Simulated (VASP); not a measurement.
A run of VASP 6.6.1:

INCAR

```
SYSTEM = AlN
PREC = Accurate
ENCUT = 600
EDIFF = 1E-6
ISMEAR = 0
SIGMA = 0.01
LREAL = .FALSE.
LASPH = .TRUE.
NELM = 120
ALGO = Normal
ISIF = 2
LWAVE = .FALSE.
LCHARG = .TRUE.
LELF = .TRUE.
LVHAR = .TRUE.
NBANDS = 11
GGA_COMPAT = .FALSE.
```

KPOINTS

```
Automatic mesh
0
G
  8 8 8
  0 0 0
```

Contents of POSCAR:

```
AlN
1.0
    0.0000000000      1.9557848367      1.9557848367
    1.9557848367      0.0000000000      1.9557848367
    1.9557848367      1.9557848367      0.0000000000
Al N
1 1
Direct
    0.0000000000      0.0000000000      0.0000000000
    0.5000000000      0.5000000000      0.5000000000
```

Potentials or basis: VASP PAW LDA potentials, release 64 (Al, N).

Launch:

```bash
$ cat potpaw_LDA.64/Al/POTCAR potpaw_LDA.64/N/POTCAR > POTCAR
$ mpirun -np 1 vasp_std > vasp.out
```

Hardware: 1 thread of AMD EPYC 7R13 Processor (Zen 3) (shared host).

Task: Estimate the wall time of this run.

Result: It took 4.5 s on 1 thread of AMD EPYC 7R13 Processor (Zen 3) (shared host), peak memory 0.09 GiB. Counts: scf iterations 11, k points 29.
